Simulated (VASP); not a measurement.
# Re (P6_3/mmc) in VASP: a series of runs

Runs on Re. Level: LDA. Tasks: single point, relaxation of cell and atoms.

Everything below comes from runs of VASP 6.6.1. Logs are shortened: lines on timing, memory, paths and dates and some standing lists are left out, and cuts for length are marked.

### 1 The cell of the first run

The structure is hexagonal, space group P6_3/mmc (No. 194). Conventional cell: a = 2.806 Å, b = 2.806 Å, c = 4.480 Å, α = 90.00°, β = 90.00°, γ = 120.00°. Re (site symmetry -6m2) has 12 Re at 2.76 to 2.81 Å within 3.6 Å.

### 2 Single point, LDA

INCAR reads:

```
PREC     = Accurate       # precision mode
ENCUT    = 520            # plane-wave cutoff, eV
EDIFF    = 1E-7           # SCF threshold, eV
ISMEAR   = -1             # smearing method
SIGMA    = 0.05           # smearing width, eV
LREAL    = F              # projectors in reciprocal space
LASPH    = T              # aspherical terms in the spheres
NELM     = 60             # most SCF steps
ALGO     = Normal         # electronic algorithm
ISIF     = 2              # what is computed and relaxed
LWAVE    = F              # write WAVECAR
LCHARG   = T              # write CHGCAR
GGA      = CA             # functional
LELF     = T              # ELF
LVHAR    = T            
NBANDS   = 14             # bands
```

KPOINTS reads:

```
Automatic mesh
0
Gamma
  17 17 9
```

POSCAR reads:

```
Re
1.0
    2.8062333693      0.0000000000      0.0000000000
   -1.4031166846      2.4302693868      0.0000000000
    0.0000000000      0.0000000000      4.4797910843
Re
2
Direct
    0.3333333333      0.6666666667      0.2500000000
    0.6666666667      0.3333333333      0.7500000000
```

Potentials or basis: VASP PAW LDA potentials, release 64 (Re).

The run is started by

```bash
cat potpaw_LDA.64/Re/POTCAR > POTCAR
mpirun -np 1 vasp_std > vasp.out
```

OUTCAR:

```text
PREC = Accurate
   ENCUT = 520
   EDIFF = 1E-7
   ISMEAR = -1
   LREAL = F
   LASPH = T
   NELM = 60
   ISIF = 2
   GGA = CA

 ion  position               nearest neighbor table
   1  0.333  0.667  0.250-   2 2.76   2 2.76   2 2.76   2 2.76   2 2.76   2 2.76
   2  0.667  0.333  0.750-   1 2.76   1 2.76   1 2.76   1 2.76   1 2.76   1 2.76

  LATTYP: Found a hexagonal cell.
 ALAT       =     2.8062333693
 C/A-ratio  =     1.5963715396

  Lattice vectors:

 A1 = (   2.8062333693,   0.0000000000,   0.0000000000)
 A2 = (  -1.4031166846,   2.4302693868,   0.0000000000)
 A3 = (   0.0000000000,   0.0000000000,   4.4797910843)

Analysis of symmetry for initial positions (statically):
=====================================================================
 Subroutine PRICEL returns:
 Original cell was already a primitive cell.

 Routine SETGRP: Setting up the symmetry group for a
 hexagonal supercell.

 Subroutine GETGRP returns: Found 24 space group operations
 (whereof 12 operations were pure point group operations)
 out of a pool of 24 trial point group operations.

The static configuration has the point symmetry D_3d.
 The point group associated with its full space group is D_6h.

Analysis of symmetry for dynamics (positions and initial velocities):
=====================================================================
 Subroutine PRICEL returns:
 Original cell was already a primitive cell.

 Routine SETGRP: Setting up the symmetry group for a
 hexagonal supercell.

 Subroutine GETGRP returns: Found 24 space group operations
 (whereof 12 operations were pure point group operations)
 out of a pool of 24 trial point group operations.

The dynamic configuration has the point symmetry D_3d.
 The point group associated with its full space group is D_6h.

 Subroutine INISYM returns: Found 24 space group operations
 (whereof 12 operations are pure point group operations),
 and found     1 'primitive' translations

----------------------------------------------------------------------------------------

                                     Primitive cell

  volume of cell :      30.5517

  direct lattice vectors                    reciprocal lattice vectors
     2.806233369  0.000000000  0.000000000     0.356349551  0.205738509  0.000000000
    -1.403116685  2.430269387  0.000000000     0.000000000  0.411477018  0.000000000
     0.000000000  0.000000000  4.479791084     0.000000000  0.000000000  0.223224695

  length of vectors
     2.806233369  2.806233369  4.479791084     0.411477018  0.411477018  0.223224695

  position of ions in fractional coordinates (direct lattice)
     0.333333333  0.666666667  0.250000000
     0.666666667  0.333333333  0.750000000

  ion indices of the primitive-cell ions
   primitive index   ion index
                 1           1
                 2           2

----------------------------------------------------------------------------------------

 KPOINTS: Automatic mesh

Automatic generation of k-mesh.
 Grid dimensions read from file:
 generate k-points for:   17   17    9

 Generating k-lattice:

  Cartesian coordinates                     Fractional coordinates (reciprocal lattice)
     0.020961738  0.012102265  0.000000000     0.058823529  0.000000000  0.000000000
     0.000000000  0.024204530  0.000000000     0.000000000  0.058823529  0.000000000
     0.000000000  0.000000000  0.024802744     0.000000000  0.000000000  0.111111111

  Length of vectors
     0.024204530  0.024204530  0.024802744

  Shift w.r.t. Gamma in fractional coordinates (k-lattice)
     0.000000000  0.000000000  0.000000000

 Subroutine IBZKPT returns following result:
 ===========================================

 Found    165 irreducible k-points:

 Following reciprocal coordinates:
            Coordinates               Weight
  0.000000  0.000000  0.000000      1.000000
  0.058824  0.000000  0.000000      6.000000
  0.117647 -0.000000  0.000000      6.000000
  0.176471  0.000000  0.000000      6.000000
  0.235294 -0.000000  0.000000      6.000000
  0.294118  0.000000  0.000000      6.000000
[... 16 lines left out ...]
  0.411765  0.117647  0.000000     12.000000
  0.176471  0.176471  0.000000      6.000000
 [... further k-points ...]
   k-points           NKPTS =    165   k-points in BZ     NKDIM =    165   number of bands    NBANDS=     14
   number of dos      NEDOS =    301   number of ions     NIONS =      2
   total plane-waves  NPLWV =  20736
   dimension x,y,z NGX =    24 NGY =   24 NGZ =   36
   dimension x,y,z NGXF=    48 NGYF=   48 NGZF=   72
   ions per type =               2
   NGX,Y,Z   is equivalent  to a cutoff of  14.22, 14.22, 13.36 a.u.
   NGXF,Y,Z  is equivalent  to a cutoff of  28.44, 28.44, 26.72 a.u.
 SYSTEM =  unknown system
   PREC   = accura    normal or accurate (medium, high low for compatibility)
   ISTART =      0    job   : 0-new  1-cont  2-samecut
   ICHARG =      2    charge: 1-file 2-atom 10-const
   ISPIN  =      1    spin polarized calculation?
   LNONCOLLINEAR =      F non collinear calculations
   LSORBIT =      F    spin-orbit coupling
   LASPH  =      T    aspherical Exc in radial PAW
   ENCUT  =  520.0 eV  38.22 Ry    6.18 a.u.   5.22  5.22  8.33*2*pi/ulx,y,z
   NELM   =     60;   NELMIN=  2; NELMDL= -5     # of ELM steps
   EDIFF  = 0.1E-06   stopping-criterion for ELM
   LREAL  =      F    real-space projection
   EDIFFG = 0.1E-05   stopping-criterion for IOM
   NSW    =      0    number of steps for IOM
   IBRION =     -1    ionic relax: 0-MD 1-quasi-New 2-CG
   NFREE  =      0    steps in history (QN), initial steepest desc. (CG)
   ISIF   =      2    stress and relaxation
   ISYM   =      2    0-nonsym 1-usesym 2-fastsym
   POTIM  = 0.5000    time-step for ionic-motion
   TEBEG  =    0.0;   TEEND  =   0.0 temperature during run
   PSTRESS=    0.0 pullay stress
   NELECT =      14.0000    total number of electrons
   NUPDOWN=      -1.0000    fix difference up-down
   EMIN   =  10.00;   EMAX   =-10.00  energy-range for DOS
   EFERMI =   0.00;   METHOD = LEGACY
   ISMEAR =    -1;   SIGMA  =   0.05  broadening in eV -4-tet -1-fermi 0-gaus
   EFERMI_NEDOS =   21; number of points for ismear=-14 and -15
   IALGO  =     38    algorithm
   IMIX   =      4    mixing-type and parameters
     AMIX     =   0.40;   BMIX     =  1.00
     AMIX_MAG =   1.60;   BMIX_MAG =  1.00
  volume/ion in A,a.u.               =      15.28       103.09
  Fermi-wavevector in a.u.,A,eV,Ry     =   1.262134  2.385088 21.673845  1.592983
  Thomas-Fermi vector in A             =   2.395558
   LORBIT       =      0    0 simple, 1 ext, 2 COOP (PROOUT), +10 PAW based schemes
   GGA     = CA    functional components
   LHFCALC =     F    Hartree Fock is set to
   AEXX    =    0.0000 exact exchange contribution
   IVDW    =     0    specifies the selected vdW correction
   LEPSILON=     F    determine dielectric tensor
   LRPA    =     F    only Hartree local field effects (RPA)
 non-spin polarized calculation
  energy-cutoff  :      520.00
  volume of cell :       30.55
 maximum number of plane-waves:       833
 NGX is ok and might be reduce to    24
   NGX = 11   NGY = 11   NGZ = 17

 number of electron      14.0000001 magnetization

 Free energy of the ion-electron system (eV)
  ---------------------------------------------------
  ext. energy  EPLUGINS =         0.00000000
  ---------------------------------------------------
  free energy    TOTEN  =       -27.40981290 eV

  energy without entropy =      -27.39626451  energy(sigma->0) =      -27.40303870

 E-fermi :   7.3649     XC(G=0): -13.6397

 val. band max:        7.3629683529   @ k =   0.3529   0.2941   0.0000
 cond. band min:       7.3665267537   @ k =   0.1176   0.1176   0.0000
 fundamental gap:      0.0035584008
 Fermi energy:         7.3649003739

 k-point     1 :       0.0000    0.0000    0.0000
  band No.  band energies     occupation
      1      -2.1574      2.00000
      2       1.0612      2.00000
      3       5.8527      2.00000
      4       5.8527      2.00000
      5       6.0034      2.00000
      6       6.6703      2.00000
      7       6.6703      2.00000
      8       7.4412      0.35720
      9       7.4412      0.35720
     10       8.1758      0.00000
     11      10.5547      0.00000
     12      10.5547      0.00000
     13      17.0442      0.00000
     14      21.4865      0.00000

 k-point     2 :       0.0588    0.0000    0.0000
  band No.  band energies     occupation
      1      -2.0222      2.00000
      2       1.1868      2.00000
      3       5.5225      2.00000
      4       5.9750      2.00000
      5       6.2907      2.00000
      6       6.5781      2.00000
      7       6.7852      1.99998
      8       7.2252      1.88477
      9       7.3383      1.26020
     10       7.7500      0.00090
     11      10.6264      0.00000
     12      11.2166      0.00000
     13      17.0371      0.00000
     14      21.7815      0.00000

 k-point     3 :       0.1176   -0.0000    0.0000
  band No.  band energies     occupation
      1      -1.6289      2.00000
      2       1.5370      2.00000
      3       5.0772      2.00000
      4       6.2958      2.00000
      5       6.3367      2.00000
      6       6.3654      2.00000
      7       6.7052      2.00000
      8       7.0703      1.99449
      9       7.1239      1.98399
     10       7.4068      0.60358
     11      10.8035      0.00000
     12      12.4917      0.00000
     13      16.9859      0.00000
     14      22.5792      0.00000

 k-point     4 :       0.1765    0.0000    0.0000
  band No.  band energies     occupation
      1      -1.0165      2.00000
      2       2.0097      2.00000
      3       4.6643      2.00000
      4       5.3581      2.00000
      5       5.9828      2.00000
      6       6.7187      2.00000
      7       6.9226      1.99971
      8       7.1430      1.97665
      9       7.1950      1.93523
     10       7.6686      0.00460
     11      11.0145      0.00000
     12      13.9145      0.00000
     13      16.8441      0.00000
     14      23.3544      0.00000

 k-point     5 :       0.2353   -0.0000    0.0000
  band No.  band energies     occupation
      1      -0.2591      2.00000
      2       2.3623      2.00000
      3       4.4402      2.00000
      4       4.4813      2.00000
      5       5.7591      2.00000
      6       6.3525      2.00000
      7       6.8709      1.99990
      8       7.7037      0.00228
      9       7.8436      0.00014
     10       8.3858      0.00000
     11      11.2071      0.00000
[... 276 lines left out ...]
 k-point    22 :       0.3529    0.1176    0.0000
  band No.  band energies     occupation
      1       1.9614      2.00000
      2       2.3044      2.00000
      3       2.6612      2.00000
      4       4.8967      2.00000
      5       5.3419      2.00000
      6       6.2290      2.00000
      7       6.6757      2.00000
      8       9.8791      0.00000
      9      10.7039      0.00000
     10      11.2821      0.00000
     11      12.1569      0.00000
     12      16.1161      0.00000
     13      17.0262      0.00000
     14      18.6940      0.00000

 k-point    23 :       0.4118    0.1176    0.0000
  band No.  band energies     occupation
      1       2.1190      2.00000
      2       2.1800      2.00000
      3       2.4716      2.00000
      4       5.2462      2.00000
      5       5.3249      2.00000
      6       6.0697      2.00000
      7       6.9292      1.99967
      8      10.6693      0.00000
      9      11.0044      0.00000
     10      11.2982      0.00000
     11      13.0753      0.00000
     12      14.6942      0.00000
     13      17.4749      0.00000
     14      17.8811      0.00000

 k-point    24 :       0.1765    0.1765    0.0000
  band No.  band energies     occupation
      1       0.8578      2.00000
      2       3.1403      2.00000
      3       3.6755      2.00000
      4       3.7038      2.00000
      5       5.4866      2.00000
      6       5.8079      2.00000
      7       6.9039      1.99980
      8       7.9504      0.00002
      9       9.1486      0.00000
     10      10.0460      0.00000
     11      11.1031      0.00000
     12      16.4565      0.00000
     13      17.3147      0.00000
     14      20.6978      0.00000

 [... further k-points ...]

------------------------ aborting loop because EDIFF is reached ----------------------------------------

  FORCE on cell =-STRESS in cart. coord.  units (eV):
  Direction    XX          YY          ZZ          XY          YZ          ZX
  --------------------------------------------------------------------------------------
  -------------------------------------------------------------------------------------
  Total       -4.3209739     -4.3209739     -3.6903403     -0.0000000     -0.0000000     -0.0000000
  in kB     -226.5980993   -226.5980993   -193.5267664     -0.0000000     -0.0000000     -0.0000000
  external PRESSURE =    -215.5743217 kB  Pullay stress =       0.0000000 kB

 VOLUME and BASIS-vectors are now :
 -----------------------------------------------------------------------------
  energy-cutoff  :      520.00
  volume of cell :       30.55
      direct lattice vectors                 reciprocal lattice vectors
     2.806233369  0.000000000  0.000000000     0.356349551  0.205738509  0.000000000
    -1.403116685  2.430269387  0.000000000     0.000000000  0.411477018  0.000000000
     0.000000000  0.000000000  4.479791084     0.000000000  0.000000000  0.223224695

 POSITION                                       TOTAL-FORCE (eV/Angst)
 -----------------------------------------------------------------------------------
     -0.00000      1.62018      1.11995         0.000000      0.000000      0.000000
      1.40312      0.81009      3.35984        -0.000000     -0.000000      0.000000
 -----------------------------------------------------------------------------------
    total drift:                                0.000000     -0.000000     -0.000000

  FREE ENERGIE OF THE ION-ELECTRON SYSTEM (eV)
  ---------------------------------------------------
  free  energy   TOTEN  =       -27.4098128972 eV

  energy  without entropy=      -27.3962645084  energy(sigma->0) =      -27.40303870
```

Wall time 76 s (1 thread of AMD EPYC 7R43 (Zen 3), shared host); peak memory 0.15 GiB.

What came out:

```yaml
Free_energy: -27.4098 eV
Pressure: -21.6 GPa
Band_gap_on_the_k_mesh: zero (bands 7 and 8 overlap by 3.08 eV)
```

Stress tensor (GPa, compression positive):
```
-22.66   0.00   0.00
  0.00 -22.66   0.00
  0.00   0.00 -19.35
```

Caveat: the cell stands under tension; spin-orbit coupling is left out, which moves the levels of the heavy elements.

### 3 Relaxation of cell and atoms, LDA

This run uses another cell than the first one, of 14.33 Å³/atom.

INCAR reads:

```
SYSTEM = Re
  ALGO = Normal
  EDIFF = 1E-6
  EDIFFG = -0.005
  ENCUT = 600
  IBRION = 2
  ISIF = 3
  ISMEAR = -1
  LASPH = .TRUE.
  LCHARG = .FALSE.
  LREAL = .FALSE.
  LWAVE = .FALSE.
  NELM = 60
  NSW = 45
  PREC = Accurate
  SIGMA = 0.05
```

KPOINTS reads:

```
k-points
0
G
  17 17 9
  0 0 0
```

POSCAR reads:

```
Re
1.0
    2.7383010993      0.0000000000      0.0000000000
   -1.3691505496      2.3714383152      0.0000000000
    0.0000000000      0.0000000000      4.4145832978
Re
2
Direct
    0.3333333333      0.6666666667      0.2500000000
    0.6666666667      0.3333333333      0.7500000000
```

Potentials or basis: VASP PAW LDA potentials, release 64 (Re).

The run is started by

```bash
cat potpaw_LDA.64/Re/POTCAR > POTCAR
mpirun -np 1 vasp_std > vasp.out
```

Wall time 3.1 min (1 thread of AMD EPYC 7R43 (Zen 3), shared host); peak memory 0.16 GiB.

The run converged. Its results:

- Free energy: -27.5385 eV
- Relaxed volume: 14.39 Å³/atom
- Relaxed cell: a = 2.742 Å, b = 2.742 Å, c = 4.419 Å, α = 90.00°, β = 90.00°, γ = 120.00°
- Space group after relaxing (to 0.1 Å): P6_3/mmc (No. 194)
- Energy gained by relaxing: 0.3 meV/atom
- Ionic steps: 10
- Pressure after relaxing: 0.0 GPa
- Band gap on the k mesh: zero (bands 7 and 8 overlap by 3.38 eV)

Step by step:
| step | energy change (eV) | largest force (eV/Å) | pressure (GPa) | volume (Å³) |
| --- | --- | --- | --- | --- |
| 1 | 0.0000 | 0.0000 | 1.64 | 28.67 |
| 2 | 0.0103 | 0.0000 | -6.83 | 29.28 |
| 3 | -0.0006 | 0.0000 | -0.02 | 28.78 |
| 4 | -0.0006 | 0.0000 | 0.00 | 28.78 |
| 5 | -0.0006 | 0.0000 | 0.03 | 28.78 |
| 6 | -0.0006 | 0.0000 | 0.06 | 28.78 |
| 7 | -0.0006 | 0.0000 | 0.05 | 28.78 |
| 8 | -0.0006 | 0.0000 | 0.05 | 28.78 |
| 9 | -0.0006 | 0.0000 | -0.13 | 28.79 |
| 10 | -0.0006 | 0.0000 | 0.00 | 28.78 |

Final structure:
```
Re
1.0
     2.74223    0.00000    0.00000
    -1.37111    2.37484    0.00000
     0.00000    0.00000    4.41938
Re
2
Direct
  0.33333 0.66667 0.25000
  0.66667 0.33333 0.75000
```

Levels at points of the mesh, in eV from the Fermi level:
```tsv
k point	band 5	band 6	band 7	band 8	band 9	band 10
(0.00, 0.00, 0.00)	-1.64	-0.80	-0.80	0.14	0.14	0.81
```

Caveat: spin-orbit coupling is left out, which moves the levels of the heavy elements.
